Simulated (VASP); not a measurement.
# V (Fm-3m) in VASP: notebook

The runs below take V through single point, with PBE.

All numbers are computed with VASP 6.6.1; they aren't measurements. Logs are shortened: lines on timing, memory, paths and dates and some standing lists are left out, and cuts for length are marked.

### 1 The cell of the first run

It takes space group Fm-3m (No. 225, cubic). Conventional cell: a = 3.867 Å, b = 3.867 Å, c = 3.867 Å, α = 90.00°, β = 90.00°, γ = 90.00°. V (site symmetry m-3m) has 12 V at 2.73 Å within 3.6 Å.

This isn't the form of V at room conditions, which is bcc.

### 2 Single point, PBE, collinear spin, ferromagnetic start (14.46 Å³/atom)

Input file INCAR:

```
SYSTEM = V
PREC     = Accurate       ! precision mode
ENCUT    = 520            ! plane-wave cutoff, eV
EDIFF    = 1E-6           ! SCF threshold, eV
ISMEAR   = -1             ! smearing method
SIGMA    = 0.05           ! smearing width, eV
LREAL    = .False.        ! projectors in reciprocal space
LASPH    = .True.         ! aspherical terms in the spheres
NELM     = 150            ! most SCF steps
ALGO     = Normal         ! electronic algorithm
ISIF     = 2              ! what is computed and relaxed
LWAVE    = .False.        ! write WAVECAR
LCHARG   = .False.        ! write CHGCAR
ISPIN    = 2              ! spin polarisation
MAGMOM   = 1              ! initial moments
LORBIT   = 11             ! projections on sites
LMAXMIX  = 4              ! l up to which the mixer works
GGA      = PE             ! functional
NBANDS   = 16             ! bands
```

Input file KPOINTS:

```
Automatic mesh
0
Gamma
  16 16 16
  0 0 0
```

Input file POSCAR:

```
V
1.0
    0.0000000000      1.9336862979      1.9336862979
    1.9336862979      0.0000000000      1.9336862979
    1.9336862979      1.9336862979      0.0000000000
V
1
Direct
    0.0000000000      0.0000000000      0.0000000000
```

Potentials or basis: VASP PAW PBE potentials, release 64 (V_sv).

Command:

```bash
$ cat potpaw_PBE.64/V_sv/POTCAR > POTCAR
$ mpirun -np 1 vasp_std > vasp.out
```

OUTCAR:

```text
SYSTEM = V
   PREC = Accurate
   ENCUT = 520
   EDIFF = 1E-6
   ISMEAR = -1
   LREAL = .False.
   LASPH = .True.
   NELM = 150
   ISIF = 2
   ISPIN = 2
   LORBIT = 11
   GGA = PE

 ion  position               nearest neighbor table
   1  0.000  0.000  0.000-

  LATTYP: Found a face centered cubic cell.
 ALAT       =     3.8673725958

  Lattice vectors:

 A1 = (   0.0000000000,   1.9336862979,   1.9336862979)
 A2 = (   1.9336862979,   0.0000000000,   1.9336862979)
 A3 = (   1.9336862979,   1.9336862979,   0.0000000000)

Analysis of symmetry for initial positions (statically):
=====================================================================
 Subroutine PRICEL returns:
 Original cell was already a primitive cell.

 Routine SETGRP: Setting up the symmetry group for a
 face centered cubic supercell.

 Subroutine GETGRP returns: Found 48 space group operations
 (whereof 48 operations were pure point group operations)
 out of a pool of 48 trial point group operations.

The static configuration has the point symmetry O_h .

Analysis of symmetry for dynamics (positions and initial velocities):
=====================================================================
 Subroutine PRICEL returns:
 Original cell was already a primitive cell.

 Routine SETGRP: Setting up the symmetry group for a
 face centered cubic supercell.

 Subroutine GETGRP returns: Found 48 space group operations
 (whereof 48 operations were pure point group operations)
 out of a pool of 48 trial point group operations.

The dynamic configuration has the point symmetry O_h .

Analysis of structural, dynamic, and magnetic symmetry:
=====================================================================
 Subroutine PRICEL returns:
 Original cell was already a primitive cell.

 Routine SETGRP: Setting up the symmetry group for a
 face centered cubic supercell.

 Subroutine GETGRP returns: Found 48 space group operations
 (whereof 48 operations were pure point group operations)
 out of a pool of 48 trial point group operations.

The overall configuration has the point symmetry O_h .

 Subroutine INISYM returns: Found 48 space group operations
 (whereof 48 operations are pure point group operations),
 and found     1 'primitive' translations

----------------------------------------------------------------------------------------

                                     Primitive cell

  volume of cell :      14.4607

  direct lattice vectors                    reciprocal lattice vectors
     0.000000000  1.933686298  1.933686298    -0.258573482  0.258573482  0.258573482
[... 95 lines left out ...]
   NELECT =      13.0000    total number of electrons
   NUPDOWN=      -1.0000    fix difference up-down
   EMIN   =  10.00;   EMAX   =-10.00  energy-range for DOS
   EFERMI =   0.00;   METHOD = LEGACY
   ISMEAR =    -1;   SIGMA  =   0.05  broadening in eV -4-tet -1-fermi 0-gaus
   EFERMI_NEDOS =   21; number of points for ismear=-14 and -15
   IALGO  =     38    algorithm
   IMIX   =      4    mixing-type and parameters
     AMIX     =   0.40;   BMIX     =  1.00
     AMIX_MAG =   1.60;   BMIX_MAG =  1.00
  volume/ion in A,a.u.               =      14.46        97.59
  Fermi-wavevector in a.u.,A,eV,Ry     =   1.580010  2.985787 33.966029  2.496433
  Thomas-Fermi vector in A             =   2.680303
   LORBIT       =     11    0 simple, 1 ext, 2 COOP (PROOUT), +10 PAW based schemes
   GGA     = PE    functional components
   LHFCALC =     F    Hartree Fock is set to
   AEXX    =    0.0000 exact exchange contribution
   IVDW    =     0    specifies the selected vdW correction
   LEPSILON=     F    determine dielectric tensor
   LRPA    =     F    only Hartree local field effects (RPA)
 spin polarized calculation
  energy-cutoff  :      520.00
  volume of cell :       14.46
 maximum number of plane-waves:       399
   NGX = 11   NGY = 11   NGZ = 11

 number of electron      12.9999992 magnetization      -0.0016219

 number of electron      12.9999992 magnetization       0.0010522

 Free energy of the ion-electron system (eV)
  ---------------------------------------------------
  ext. energy  EPLUGINS =         0.00000000
  ---------------------------------------------------
  free energy    TOTEN  =        -8.74578268 eV

  energy without entropy =       -8.73092969  energy(sigma->0) =       -8.73835618

 E-fermi :   9.1404     XC(G=0): -12.5278

 val. band max:        9.1401754883   @ k =  -0.4375   0.1875   0.0625
 cond. band min:       9.1461678619   @ k =   0.3750   0.2500   0.1250
 fundamental gap:      0.0059923736
 Fermi energy:         9.1403927799

 spin component 1

 k-point     1 :       0.0000    0.0000    0.0000
  band No.  band energies     occupation
      1     -54.9746      1.00000
      2     -28.3840      1.00000
      3     -28.3840      1.00000
      4     -28.3840      1.00000
      5       2.4281      1.00000
      6       9.3088      0.03333
[... 435 lines left out ...]
      5       2.7974      1.00000
      6       9.1093      0.65060
[... 8 lines left out ...]
     15      35.3061      0.00000
     16      36.4680      0.00000

 [... further k-points ...]

 spin component 2

 k-point     1 :       0.0000    0.0000    0.0000
  band No.  band energies     occupation
      1     -54.9738      1.00000
      2     -28.3831      1.00000
      3     -28.3831      1.00000
      4     -28.3831      1.00000
      5       2.4288      1.00000
      6       9.3095      0.03287
[... 435 lines left out ...]
      5       2.7980      1.00000
      6       9.1100      0.64742
[... 8 lines left out ...]
     15      35.3067      0.00000
     16      36.4691      0.00000

 [... further k-points ...]
[... 5 lines left out ...]
  --------------------------------------------------------------------------------------
  -------------------------------------------------------------------------------------
  Total       -0.5629193     -0.5629193     -0.5629193      0.0000000     -0.0000000      0.0000000
  in kB      -62.3689844    -62.3689844    -62.3689844      0.0000000     -0.0000000      0.0000000
  external PRESSURE =     -62.3689844 kB  Pullay stress =       0.0000000 kB

 VOLUME and BASIS-vectors are now :
 -----------------------------------------------------------------------------
  energy-cutoff  :      520.00
  volume of cell :       14.46
      direct lattice vectors                 reciprocal lattice vectors
     0.000000000  1.933686298  1.933686298    -0.258573482  0.258573482  0.258573482
     1.933686298  0.000000000  1.933686298     0.258573482 -0.258573482  0.258573482
     1.933686298  1.933686298  0.000000000     0.258573482  0.258573482 -0.258573482

 POSITION                                       TOTAL-FORCE (eV/Angst)
 -----------------------------------------------------------------------------------
      0.00000      0.00000      0.00000        -0.000000     -0.000000     -0.000000
 -----------------------------------------------------------------------------------
    total drift:                                0.000000     -0.000000      0.000000

  FREE ENERGIE OF THE ION-ELECTRON SYSTEM (eV)
  ---------------------------------------------------
  free  energy   TOTEN  =        -8.7457826789 eV

  energy  without entropy=       -8.7309296855  energy(sigma->0) =       -8.73835618

 total charge

# of ion       s       p       d       tot
------------------------------------------
    1        2.330   6.212   2.985  11.527

 magnetization (x)

# of ion       s       p       d       tot
------------------------------------------
    1        0.000   0.000   0.001   0.001
```

It took 83 s on 1 thread of Intel Xeon 8259CL, shared host; peak memory 0.17 GiB.

What came out:

| Item | Value |
| --- | --- |
| Free energy | -8.7458 eV |
| Pressure | -6.2 GPa |
| Net moment | 0.00 μB per cell |
| Valence electrons inside the program's atomic spheres | V 11.53 |

Levels at points of the mesh, in eV from the Fermi level:
Spin up:
| k point | band 3 | band 4 | band 5 | band 6 | band 7 | band 8 | band 9 | band 10 |
| --- | --- | --- | --- | --- | --- | --- | --- | --- |
| (0.00, 0.00, 0.00) | -37.52 | -37.52 | -6.71 | 0.17 | 0.17 | 0.17 | 1.81 | 1.81 |
| (0.50, 0.00, 0.00) | -37.62 | -37.62 | -3.19 | 0.06 | 0.06 | 0.71 | 2.91 | 2.91 |
| (0.50, 0.50, 0.00) | -37.78 | -37.78 | -3.27 | -2.46 | 2.89 | 3.19 | 3.19 | 3.20 |
Spin down:
| k point | band 2 | band 3 | band 4 | band 5 | band 6 | band 7 | band 8 | band 9 | band 10 | band 11 |
| --- | --- | --- | --- | --- | --- | --- | --- | --- | --- | --- |
| (0.00, 0.00, 0.00) | -37.52 | -37.52 | -37.52 | -6.71 | 0.17 | 0.17 | 0.17 | 1.81 | 1.81 | 17.40 |
| (0.50, 0.00, 0.00) | -38.24 | -37.62 | -37.62 | -3.19 | 0.06 | 0.06 | 0.71 | 2.91 | 2.91 | 8.52 |
| (0.50, 0.50, 0.00) | -38.19 | -37.77 | -37.77 | -3.27 | -2.46 | 2.89 | 3.19 | 3.19 | 3.20 | 11.20 |

Caveat: the cell stands under tension; the moments typed at the start vanished in this run.

### 3 Single point, PBE, collinear spin, ferromagnetic start (15.02 Å³/atom)

This run uses another cell than the first one, of 15.02 Å³/atom.

Input file INCAR:

```
SYSTEM = V
ALGO = Normal ; EDIFF = 1E-7
ENCUT = 520 ; GGA = PE
ISIF = 2 ; ISMEAR = -1
ISPIN = 2 ; LASPH = .True.
LCHARG = .True. ; LELF = .True.
LMAXMIX = 4 ; LORBIT = 11
LREAL = .False. ; LVHAR = .True.
LWAVE = .False. ; MAGMOM = 1
NBANDS = 16 ; NELM = 150
PREC = Accurate ; SIGMA = 0.05
```

Input file KPOINTS:

```
k-points
0
Gamma
  16 16 16
  0 0 0
```

Input file POSCAR:

```
V
1.0
    0.0000000000      1.9581659384      1.9581659384
    1.9581659384      0.0000000000      1.9581659384
    1.9581659384      1.9581659384      0.0000000000
V
1
Direct
    0.0000000000      0.0000000000      0.0000000000
```

Potentials or basis: VASP PAW PBE potentials, release 64 (V_sv).

Command:

```bash
$ cat potpaw_PBE.64/V_sv/POTCAR > POTCAR
$ mpirun -np 1 vasp_std > vasp.out
```

Run time: 94 s. Hardware: 1 thread of Intel Xeon 8259CL, shared host; peak memory 0.18 GiB.

Results (log left out):

- Free energy: -8.7149 eV
- Pressure: -11.5 GPa
- Net moment: 0.00 μB per cell
- Valence electrons inside the program's atomic spheres: V 11.47

Levels at points of the mesh, in eV from the Fermi level:
Spin up:
```
           k point  band 3  band 4  band 5  band 6  band 7  band 8  band 9  band 10
(0.00, 0.00, 0.00)  -37.61  -37.61   -6.60    0.17    0.17    0.17    1.73     1.73
(0.50, 0.00, 0.00)  -37.69  -37.69   -3.07    0.07    0.07    0.63    2.76     2.76
(0.50, 0.50, 0.00)  -37.83  -37.83   -3.11   -2.33    2.75    3.03    3.03     3.04
```
Spin down:
| k point | band 2 | band 3 | band 4 | band 5 | band 6 | band 7 | band 8 | band 9 | band 10 | band 11 |
| --- | --- | --- | --- | --- | --- | --- | --- | --- | --- | --- |
| (0.00, 0.00, 0.00) | -37.61 | -37.61 | -37.61 | -6.60 | 0.17 | 0.17 | 0.17 | 1.73 | 1.73 | 17.17 |
| (0.50, 0.00, 0.00) | -38.24 | -37.69 | -37.69 | -3.07 | 0.07 | 0.07 | 0.63 | 2.76 | 2.76 | 8.12 |
| (0.50, 0.50, 0.00) | -38.19 | -37.83 | -37.83 | -3.11 | -2.33 | 2.75 | 3.03 | 3.03 | 3.04 | 10.75 |

Caveat: the cell stands under tension; the moments typed at the start vanished in this run.

### 4 Single point, PBE, collinear spin, ferromagnetic start (15.57 Å³/atom)

This run uses another cell than the first one, of 15.57 Å³/atom.

Input file INCAR:

```
SYSTEM = V
PREC = Accurate
ENCUT = 520
EDIFF = 1E-7
ISMEAR = -1
SIGMA = 0.05
LREAL = .False.
LASPH = .True.
NELM = 150
ALGO = Normal
ISIF = 2
LWAVE = .False.
LCHARG = .True.
ISPIN = 2
MAGMOM = 1
LORBIT = 11
LMAXMIX = 4
GGA = PE
LELF = .True.
LVHAR = .True.
NBANDS = 16
```

Input file KPOINTS:

```
regular mesh
0
Gamma
  16 16 16
  0 0 0
```

Input file POSCAR:

```
V
1.0
    0.0000000000      1.9820483645      1.9820483645
    1.9820483645      0.0000000000      1.9820483645
    1.9820483645      1.9820483645      0.0000000000
V
1
Direct
    0.0000000000      0.0000000000      0.0000000000
```

Potentials or basis: VASP PAW PBE potentials, release 64 (V_sv).

Command:

```bash
$ cat potpaw_PBE.64/V_sv/POTCAR > POTCAR
$ mpirun -np 1 vasp_std > vasp.out
```

OUTCAR:

```text
SYSTEM = V
   PREC = Accurate
   ENCUT = 520
   EDIFF = 1E-7
   ISMEAR = -1
   LREAL = .False.
   LASPH = .True.
   NELM = 150
   ISIF = 2
   ISPIN = 2
   LORBIT = 11
   GGA = PE

 ion  position               nearest neighbor table
   1  0.000  0.000  0.000-

  LATTYP: Found a face centered cubic cell.
 ALAT       =     3.9640967290

  Lattice vectors:

 A1 = (   0.0000000000,   1.9820483645,   1.9820483645)
 A2 = (   1.9820483645,   0.0000000000,   1.9820483645)
 A3 = (   1.9820483645,   1.9820483645,   0.0000000000)

Analysis of symmetry for initial positions (statically):
=====================================================================
 Subroutine PRICEL returns:
 Original cell was already a primitive cell.

 Routine SETGRP: Setting up the symmetry group for a
 face centered cubic supercell.

 Subroutine GETGRP returns: Found 48 space group operations
 (whereof 48 operations were pure point group operations)
 out of a pool of 48 trial point group operations.

The static configuration has the point symmetry O_h .

Analysis of symmetry for dynamics (positions and initial velocities):
=====================================================================
 Subroutine PRICEL returns:
 Original cell was already a primitive cell.

 Routine SETGRP: Setting up the symmetry group for a
 face centered cubic supercell.

 Subroutine GETGRP returns: Found 48 space group operations
 (whereof 48 operations were pure point group operations)
 out of a pool of 48 trial point group operations.

The dynamic configuration has the point symmetry O_h .

Analysis of structural, dynamic, and magnetic symmetry:
=====================================================================
 Subroutine PRICEL returns:
 Original cell was already a primitive cell.

 Routine SETGRP: Setting up the symmetry group for a
 face centered cubic supercell.

 Subroutine GETGRP returns: Found 48 space group operations
 (whereof 48 operations were pure point group operations)
 out of a pool of 48 trial point group operations.

[... 127 lines left out ...]
   LEPSILON=     F    determine dielectric tensor
   LRPA    =     F    only Hartree local field effects (RPA)
 spin polarized calculation
  energy-cutoff  :      520.00
  volume of cell :       15.57
 maximum number of plane-waves:       444
 NGX is ok and might be reduce to    24
   NGX = 11   NGY = 11   NGZ = 11

 number of electron      12.9999998 magnetization      -0.0008915

 number of electron      12.9999998 magnetization       0.0001627

 Free energy of the ion-electron system (eV)
  ---------------------------------------------------
  ext. energy  EPLUGINS =         0.00000000
  ---------------------------------------------------
  free energy    TOTEN  =        -8.66737242 eV

  energy without entropy =       -8.65146516  energy(sigma->0) =       -8.65941879

 E-fermi :   8.2697     XC(G=0): -12.1413

 val. band max:        8.2670676853   @ k =   0.4375   0.2500   0.0000
 cond. band min:       8.2731137115   @ k =   0.4375   0.1250   0.0625
 fundamental gap:      0.0060460262
 Fermi energy:         8.2697064681

 spin component 1

 k-point     1 :       0.0000    0.0000    0.0000
  band No.  band energies     occupation
      1     -55.9220      1.00000
      2     -29.4139      1.00000
      3     -29.4139      1.00000
      4     -29.4139      1.00000
      5       1.7785      1.00000
      6       8.4385      0.03305
[... 435 lines left out ...]
      5       2.1247      1.00000
      6       8.2603      0.54700
[... 8 lines left out ...]
     15      33.1664      0.00000
     16      34.1804      0.00000

 [... further k-points ...]

 spin component 2

 k-point     1 :       0.0000    0.0000    0.0000
  band No.  band energies     occupation
      1     -55.9218      1.00000
      2     -29.4138      1.00000
      3     -29.4138      1.00000
      4     -29.4138      1.00000
      5       1.7785      1.00000
      6       8.4386      0.03297
[... 435 lines left out ...]
      5       2.1247      1.00000
      6       8.2604      0.54637
[... 8 lines left out ...]
     15      33.1665      0.00000
     16      34.1806      0.00000

 [... further k-points ...]
[... 5 lines left out ...]
  --------------------------------------------------------------------------------------
  -------------------------------------------------------------------------------------
  Total       -1.5388539     -1.5388539     -1.5388539     -0.0000000      0.0000000      0.0000000
  in kB     -158.3197991   -158.3197991   -158.3197991     -0.0000000      0.0000000      0.0000000
  external PRESSURE =    -158.3197991 kB  Pullay stress =       0.0000000 kB

 VOLUME and BASIS-vectors are now :
 -----------------------------------------------------------------------------
  energy-cutoff  :      520.00
  volume of cell :       15.57
      direct lattice vectors                 reciprocal lattice vectors
     0.000000000  1.982048364  1.982048364    -0.252264278  0.252264278  0.252264278
     1.982048364  0.000000000  1.982048364     0.252264278 -0.252264278  0.252264278
     1.982048364  1.982048364  0.000000000     0.252264278  0.252264278 -0.252264278

 POSITION                                       TOTAL-FORCE (eV/Angst)
 -----------------------------------------------------------------------------------
      0.00000      0.00000      0.00000         0.000000      0.000000      0.000000
 -----------------------------------------------------------------------------------
    total drift:                               -0.000000      0.000000      0.000000

  FREE ENERGIE OF THE ION-ELECTRON SYSTEM (eV)
  ---------------------------------------------------
  free  energy   TOTEN  =        -8.6673724197 eV

  energy  without entropy=       -8.6514651618  energy(sigma->0) =       -8.65941879

 total charge

# of ion       s       p       d       tot
------------------------------------------
    1        2.310   6.188   2.924  11.422

 magnetization (x)

# of ion       s       p       d       tot
------------------------------------------
    1        0.000   0.000   0.000   0.000
```

Run time: 97 s. Hardware: 1 thread of Intel Xeon 8259CL, shared host; peak memory 0.18 GiB.

Results:

```yaml
Free_energy: -8.6674 eV
Pressure: -15.8 GPa
Net_moment: 0.00 μB per cell
Valence_electrons_inside_the_program's_atomic_spheres: V 11.42
```

Caveat: the cell stands under tension; the moments typed at the start vanished in this run.

### 5 The runs side by side

```tsv
cell	gap on the mesh (eV)	pressure (GPa)	moment (μB)
a = 2.735 Å, angles 60.0°, 1 atom	none	-6.2	0.00
a = 2.769 Å, angles 60.0°, 1 atom	none	-11.5	0.00
a = 2.803 Å, angles 60.0°, 1 atom	none	-15.8	0.00
```

Alike in all rows: task single point; level PBE; potentials or basis VASP PAW PBE potentials, release 64 (V_sv); spin collinear, ferromagnetic start; k mesh 16 × 16 × 16; cutoff (eV) 520; smearing fermi-dirac 0.05 eV.

Caveats: the cell stands under tension; the moments typed at the start vanished in this run.

Absolute energies hang on the potentials; compare differences alone.
